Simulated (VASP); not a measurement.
**ScB4: single point with PBE**

ScB4:

```xyz
10
Lattice="6.0681 0.0000 0.0000 -3.0341 5.2551 0.0000 0.0000 0.0000 4.2184" Properties=species:S:1:pos:R:3 pbc="T T T"
Sc    0.0000    3.5034    0.0000
Sc    3.0341    1.7517    0.0000
B     0.0000    4.4732    2.1092
B    -0.8398    3.0185    2.1092
B     0.8398    3.0185    2.1092
B     3.0341    0.7819    2.1092
B     3.8739    2.2366    2.1092
B     2.1942    2.2366    2.1092
B     0.0000    0.0000    0.8610
B     0.0000    0.0000    3.3574
```

The cell was generated, and may not be a known phase.

```yaml
Program: VASP 6.6.1
Task: single point
Functional: PBE
Potentials_or_basis: VASP PAW PBE potentials, release 64 (Sc_sv, B)
Cutoff: 520 eV
k_mesh: 6 × 6 × 10
Occupations: gaussian, width 0.1 eV
Spin: no spin polarisation
Dipole_correction: no
Further_INCAR_settings: ALGO = Fast; EDIFF = 1e-06; NBANDS = 34
```

```yaml
Pressure: 0.1 GPa
Largest_force: 0.024 eV/Å
Band_gap_on_the_k_mesh: zero (bands 23 and 24 overlap by 1.05 eV)
```

Forces in eV/Å, atoms in the order of the input:
```
Sc   0.000  0.000  0.000
Sc   0.000  0.000  0.000
B    0.000  0.024  0.000
B   -0.021 -0.012  0.000
B    0.021 -0.012  0.000
B    0.000 -0.024  0.000
B    0.021  0.012  0.000
B   -0.021  0.012  0.000
B    0.000  0.000  0.004
B    0.000  0.000 -0.004
```

Stress tensor (GPa, compression positive):
```
0.02 0.00 0.00
0.00 0.02 0.00
0.00 0.00 0.37
```

Levels at points of the mesh, in eV from the Fermi level:
```csv
k point,band 19,band 20,band 21,band 22,band 23,band 24,band 25,band 26,band 27,band 28
"(0.00, 0.00, 0.00)",-1.36,-1.36,0.35,0.35,0.47,0.77,0.84,0.84,1.03,1.03
"(0.50, 0.00, 0.00)",-1.74,-1.46,-0.87,-0.62,0.05,0.34,0.75,1.09,1.12,1.24
"(0.00, 0.00, 0.50)",-2.40,-0.89,-0.89,-0.65,-0.65,0.66,0.66,0.78,2.69,2.69
"(0.50, 0.00, 0.50)",-1.57,-1.43,-1.31,-0.71,-0.49,0.00,0.26,1.88,1.91,2.64
```

Run time: 7.1 min on 1 thread of Oxide Virtual Turin-like Processor (shared host), peak memory 0.31 GiB.
